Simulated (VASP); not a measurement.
# TaN (Fmm2) in VASP: a series of runs, part 2 of 2

VASP 6.6.1. Earlier steps stand in the parts before.

### Step 5. Single point, LDA (atoms displaced along a vibrational mode, the cell strained)

INCAR

```
  ALGO = Normal
  EDIFF = 1E-6
  ENCUT = 520
  GGA = CA
  ISIF = 2
  ISMEAR = 0
  LASPH = T
  LCHARG = T
  LELF = T
  LREAL = F
  LVHAR = T
  LWAVE = F
  NBANDS = 15
  NELM = 80
  PREC = Accurate
  SIGMA = 0.15
```

KPOINTS

```
k-points
0
Gamma
  18 18 18
```

POSCAR

```
TaN
1.0
    0.0000000000      2.0872985990      2.1742693740
    2.0872985990      0.0000000000      2.1742693740
    2.0872985990      2.0872985990      0.0000000000
Ta N
1 1
Direct
    0.4967281469      0.5032718531      0.5032718531
    0.0422670719     -0.0422670719     -0.0422670719
```

Potentials or basis: VASP PAW LDA potentials, release 64 (Ta_pv, N).

Launch:

```sh
> cat potpaw_LDA.64/Ta_pv/POTCAR potpaw_LDA.64/N/POTCAR > POTCAR
> mpirun -np 1 vasp_std > vasp.out
```

OUTCAR:

```text
EDIFF = 1E-6
   ENCUT = 520
   GGA = CA
   ISIF = 2
   ISMEAR = 0
   LASPH = T
   LREAL = F
   NELM = 80
   PREC = Accurate

 ion  position               nearest neighbor table
   1  0.497  0.503  0.503-   2 1.90   2 2.10   2 2.10   2 2.18   2 2.18   2 2.28
   2  0.042  0.958  0.958-   1 1.90   1 2.10   1 2.10   1 2.18   1 2.18   1 2.28

  LATTYP: Found a body centered tetragonal cell.
 ALAT       =     2.9518859874
 C/A-ratio  =     1.4731391275

  Lattice vectors:

[... 619 lines left out ...]
------------------------ aborting loop because EDIFF is reached ----------------------------------------

  FORCE on cell =-STRESS in cart. coord.  units (eV):
  Direction    XX          YY          ZZ          XY          YZ          ZX
  --------------------------------------------------------------------------------------
  -------------------------------------------------------------------------------------
  Total        9.9860079      6.3394712      1.9088427      0.0000000      0.0000000      0.0000000
  in kB      844.4811869    536.1065442    161.4240438      0.0000000      0.0000000      0.0000000
  external PRESSURE =     514.0039250 kB  Pullay stress =       0.0000000 kB

 VOLUME and BASIS-vectors are now :
 -----------------------------------------------------------------------------
  energy-cutoff  :      520.00
  volume of cell :       18.95
      direct lattice vectors                 reciprocal lattice vectors
     0.000000000  2.087298599  2.174269374    -0.239544069  0.239544069  0.229962306
     2.087298599  0.000000000  2.174269374     0.239544069 -0.239544069  0.229962306
     2.087298599  2.087298599  0.000000000     0.239544069  0.239544069 -0.229962306

 POSITION                                       TOTAL-FORCE (eV/Angst)
 -----------------------------------------------------------------------------------
      2.10096      2.08730      2.17427        -3.774488      0.000000      0.000000
      3.99815      2.08730      2.17427         3.774488      0.000000      0.000000
 -----------------------------------------------------------------------------------
    total drift:                               -0.000057      0.000000     -0.000000

  FREE ENERGIE OF THE ION-ELECTRON SYSTEM (eV)
  ---------------------------------------------------
  free  energy   TOTEN  =       -23.5619347334 eV

  energy  without entropy=      -23.5532893127  energy(sigma->0) =      -23.55761202
```

OSZICAR:

```text
N       E                     dE             d eps       ncg     rms          rms(c)
DAV:   1     0.862362249789E+02    0.86236E+02   -0.85542E+03 26012   0.112E+03
DAV:   2    -0.243278930193E+02   -0.11056E+03   -0.10459E+03 31648   0.301E+02
DAV:   3    -0.266680639156E+02   -0.23402E+01   -0.23269E+01 29618   0.410E+01
DAV:   4    -0.266751379647E+02   -0.70740E-02   -0.70693E-02 33521   0.248E+00
DAV:   5    -0.266751760516E+02   -0.38087E-04   -0.38081E-04 29163   0.158E-01    0.319E+01
DAV:   6    -0.236728758612E+02    0.30023E+01   -0.61029E+00 29257   0.275E+01    0.138E+01
DAV:   7    -0.236006640245E+02    0.72212E-01   -0.40803E-01 28407   0.513E+00    0.881E+00
DAV:   8    -0.235651847147E+02    0.35479E-01   -0.84038E-02 30241   0.240E+00    0.127E+00
DAV:   9    -0.235620714509E+02    0.31133E-02   -0.81186E-03 27756   0.731E-01    0.255E-01
DAV:  10    -0.235619697736E+02    0.10168E-03   -0.55439E-04 29002   0.289E-01    0.765E-02
DAV:  11    -0.235619354784E+02    0.34295E-04   -0.80215E-05 27735   0.986E-02    0.167E-02
DAV:  12    -0.235619347334E+02    0.74500E-06   -0.52068E-06 28729   0.214E-02
   1 F= -.23561935E+02 E0= -.23557612E+02  d E =-.864542E-02
```

Wall time 2.1 min (1 thread of AMD EPYC 9R45 (Zen 5), shared host); peak memory 0.32 GiB.

Results:

```
Free energy            : -23.5619 eV
Pressure               : 51.4 GPa
Largest force          : 3.774 eV/Å
Band gap on the k mesh : zero (bands 8 and 9 overlap by 3.88 eV)
```

Forces on the atoms (eV/Å):
```
Ta  -3.774  0.000  0.000
N    3.774  0.000  0.000
```

Caveat: the cell differs from its parent crystal (atoms displaced along a vibrational mode, the cell strained); the cell stands under pressure; spin-orbit coupling is left out, which moves the levels of the heavy elements; forces of over 1 eV/Å act on the atoms, so gaps and moduli don't describe the material at rest.

### Step 6. Single point, LDA (atoms displaced along a vibrational mode, the cell strained)

INCAR

```
PREC     = Accurate       # precision mode
ENCUT    = 520            # plane-wave cutoff, eV
EDIFF    = 1E-6           # SCF threshold, eV
ISMEAR   = 0              # smearing method
SIGMA    = 0.15           # smearing width, eV
LREAL    = False          # projectors in reciprocal space
LASPH    = True           # aspherical terms in the spheres
NELM     = 100            # most SCF steps
ALGO     = Normal         # electronic algorithm
ISIF     = 2              # what is computed and relaxed
LWAVE    = False          # write WAVECAR
LCHARG   = False          # write CHGCAR
GGA      = CA             # functional
NBANDS   = 15             # bands
```

KPOINTS

```
regular mesh
0
Gamma
  18 18 18
```

POSCAR

```
TaN
1.0
    0.0000000000      2.1162163817      2.1742693740
    2.1162163817      0.0000000000      2.1742693740
    2.1162163817      2.1162163817      0.0000000000
Ta N
1 1
Direct
    0.4956387160      0.5043612840      0.5043612840
    0.0563407651     -0.0563407651     -0.0563407651
```

Potentials or basis: VASP PAW LDA potentials, release 64 (Ta_pv, N).

Launch:

```sh
> cat potpaw_LDA.64/Ta_pv/POTCAR potpaw_LDA.64/N/POTCAR > POTCAR
> mpirun -np 1 vasp_std > vasp.out
```

Run time: 2.1 min. Hardware: 1 thread of AMD EPYC 9R45 (Zen 5), shared host; peak memory 0.32 GiB.

It converged, with:

```
Free energy            : -23.4977 eV
Pressure               : 42.8 GPa
Largest force          : 4.802 eV/Å
Band gap on the k mesh : zero (bands 8 and 9 overlap by 3.43 eV)
```

Forces on the atoms (eV/Å):
```
Ta  -4.802  0.000  0.000
N    4.802  0.000  0.000
```

Stress tensor (GPa, compression positive):
```
82.71  0.00  0.00
 0.00 33.52  0.00
 0.00  0.00 12.11
```

Levels at points of the mesh, in eV from the Fermi level:
```csv
k point,band 4,band 5,band 6,band 7,band 8,band 9,band 10,band 11,band 12,band 13
"(0.00, 0.00, 0.00)",-19.19,-5.44,-5.29,-5.08,-2.04,-0.71,-0.68,0.00,1.95,2.82
"(0.50, 0.00, 0.00)",-15.68,-10.85,-8.12,-7.95,1.78,2.28,2.56,4.22,7.13,9.32
"(0.50, 0.50, 0.00)",-17.89,-7.60,-6.83,-4.86,-2.65,3.13,4.14,4.24,5.16,7.84
"(0.50, 0.00, 0.50)",-17.86,-7.62,-6.51,-4.84,-2.91,3.02,4.03,4.37,5.16,8.12
"(0.00, 0.50, 0.50)",-17.81,-6.17,-5.97,-4.84,-4.68,2.60,3.93,4.04,4.35,7.07
```

Caveat: the cell differs from its parent crystal (atoms displaced along a vibrational mode, the cell strained); the cell stands under pressure; spin-orbit coupling is left out, which moves the levels of the heavy elements; forces of over 1 eV/Å act on the atoms, so gaps and moduli don't describe the material at rest.

### Step 7. The runs side by side

| cell | gap on the mesh (eV) | pressure (GPa) | largest force (eV/Å) |
| --- | --- | --- | --- |
| a = 3.095, b = 3.095, c = 3.116 Å, angles 59.8, 59.8, 60.4°, 2 atoms, atomic positions A | none | 5.0 | 2.94 |
| a = 3.095, b = 3.095, c = 3.116 Å, angles 59.8, 59.8, 60.4°, 2 atoms, atomic positions B | none | -4.5 | 1.07 |
| a = 3.014, b = 3.014, c = 2.952 Å, angles 60.7, 60.7, 58.6°, 2 atoms, atomic positions A | none | 59.5 | 5.55 |
| a = 3.014, b = 3.014, c = 2.952 Å, angles 60.7, 60.7, 58.6°, 2 atoms, atomic positions C | none | 51.4 | 3.77 |
| a = 3.034, b = 3.034, c = 2.993 Å, angles 60.4, 60.4, 59.1°, 2 atoms, atomic positions A | none | 42.8 | 4.80 |

Alike in all rows: task single point; level LDA; potentials or basis VASP PAW LDA potentials, release 64 (Ta_pv, N); no spin polarisation; k mesh 18 × 18 × 18; cutoff (eV) 520; smearing gaussian 0.15 eV.

Caveats: spin-orbit coupling is left out, which moves the levels of the heavy elements; forces of over 1 eV/Å act on the atoms, so gaps and moduli don't describe the material at rest; the cell stands under pressure (at least some runs); the cell stands under tension (at least some runs).

Total energies depend on the potentials used, so only differences within one code and one set of settings carry meaning.
